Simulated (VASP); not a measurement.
Input of a VASP 6.6.1 run:

INCAR

```
SYSTEM = GaN
PREC = Accurate
ENCUT = 520
EDIFF = 1E-6
ISMEAR = 0
SIGMA = 0.05
LREAL = .False.
LASPH = .True.
NELM = 80
ALGO = Normal
ISIF = 2
LWAVE = .False.
LCHARG = .True.
GGA = CA
LELF = .True.
LVHAR = .True.
NBANDS = 26
```

The input KPOINTS:

```
Automatic mesh
0
Gamma
  12 12 6
  0 0 0
```

POSCAR

```
GaN
1.0
    3.3723000000      0.0000000000      0.0000000000
   -1.6861500000      2.9204974692      0.0000000000
    0.0000000000      0.0000000000      5.7549000000
Ga N
2 2
Direct
    0.3333333333      0.6666666667      0.9992962937
    0.6666666667      0.3333333333      0.4992962937
    0.3333333333      0.6666666667      0.3757037063
    0.6666666667      0.3333333333      0.8757037063
```

Potentials or basis: VASP PAW LDA potentials, release 64 (Ga_d, N).

Command:

```bash
$ cat potpaw_LDA.64/Ga_d/POTCAR potpaw_LDA.64/N/POTCAR > POTCAR
$ mpirun -np 1 vasp_std > vasp.out
```

Predict the pressure.

-28.0 GPa.

What does it give for the largest force?

0.139 eV/Å.

Predict the band gap on the k mesh.

0.41 eV.

Stress tensor (GPa, compression positive):
```
-25.53   0.00   0.00
  0.00 -25.53   0.00
  0.00   0.00 -33.04
```

Caveat: the cell stands under tension.
